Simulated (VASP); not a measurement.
Hg: single point with r2SCAN

The system is Hg.

```
Hg
1.0
     3.42261    0.00000    0.00000
    -1.71130    2.96406    0.00000
     0.00000    0.00000    5.47256
Hg
2
Cartesian
  0.0000 1.9760 1.3681
  1.7113 0.9880 4.1044
```

```yaml
Program: VASP 6.6.1
Task: single point
Functional: r2SCAN
Potentials_or_basis: VASP PAW PBE potentials, release 64 (Hg)
Cutoff: 520 eV
k_mesh: 11 × 11 × 6
Occupations: fermi-dirac, width 0.1 eV
Spin: no spin polarisation
Dipole_correction: no
Further_INCAR_settings: ALGO = Normal; EDIFF = 1e-06; NBANDS = 19
```

* Pressure: 0.2 GPa
* Band gap on the k mesh: zero (band 12 reaches 1.03 eV, above the bottom of band 13 at 0.75 eV)

Levels at points of the mesh, in eV from the Fermi level:
| k point | band 10 | band 11 | band 12 | band 13 | band 14 | band 15 |
| --- | --- | --- | --- | --- | --- | --- |
| (0.00, 0.00, 0.00) | -5.75 | -5.75 | -1.46 | -0.36 | 11.69 | 11.69 |
| (0.00, 0.00, 0.50) | -5.92 | -5.78 | -5.78 | 6.82 | 6.82 | 12.72 |

Wall time 4.9 min on 1 thread of Intel(R) Xeon(R) Platinum 8488C (Sapphire Rapids), on a shared host, peak memory 0.21 GiB.

Caveat: the PAW data sets were made with another functional, which shifts forces and pressure a little; spin-orbit coupling is left out, which moves the levels of the heavy elements.
